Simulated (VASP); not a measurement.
A run of VASP 6.6.1 is set up as follows.

Contents of INCAR:

```
SYSTEM = LiF
PREC     = Accurate       ! precision mode
ENCUT    = 520            ! plane-wave cutoff, eV
EDIFF    = 1E-7           ! SCF threshold, eV
ISMEAR   = 0              ! smearing method
SIGMA    = 0.05           ! smearing width, eV
LREAL    = .False.        ! projectors in reciprocal space
LASPH    = .True.         ! aspherical terms in the spheres
NELM     = 100            ! most SCF steps
ALGO     = Normal         ! electronic algorithm
ISIF     = 2              ! what is computed and relaxed
LWAVE    = .False.        ! write WAVECAR
LCHARG   = .False.        ! write CHGCAR
GGA      = PS             ! functional
NBANDS   = 18             ! bands
```

File KPOINTS:

```
Automatic mesh
0
Gamma
  9 9 6
  0 0 0
```

The input POSCAR:

```
LiF
1.0
    3.3058150029      0.0000000000      0.0000000000
   -1.6529075014      2.8629197727      0.0000000000
    0.0000000000      0.0000000000      5.1919105356
Li F
2 2
Direct
    0.3333333333      0.6666666667      0.3811542600
    0.6666666667      0.3333333333      0.8811542600
    0.3333333333      0.6666666667      0.9938437400
    0.6666666667      0.3333333333      0.4938437400
```

Potentials or basis: VASP PAW PBE potentials, release 64 (Li_sv, F).

Run with:

```console
$ cat potpaw_PBE.64/Li_sv/POTCAR potpaw_PBE.64/F/POTCAR > POTCAR
$ mpirun -np 1 vasp_std > vasp.out
```

Q: What does it give for the largest force?

A: 0.023 eV/Å.

Q: Predict the band gap on the k mesh.

A: 6.66 eV, direct.

Forces on the atoms (eV/Å):
```
Li   0.000  0.000 -0.023
Li   0.000  0.000 -0.023
F    0.000  0.000  0.023
F    0.000  0.000  0.023
```

Caveat: the cell differs from its parent crystal (strain +0.080 along x and y, +0.080 along z); the PAW data sets were made with another functional, which shifts forces and pressure a little. A k mesh can miss the band edges.
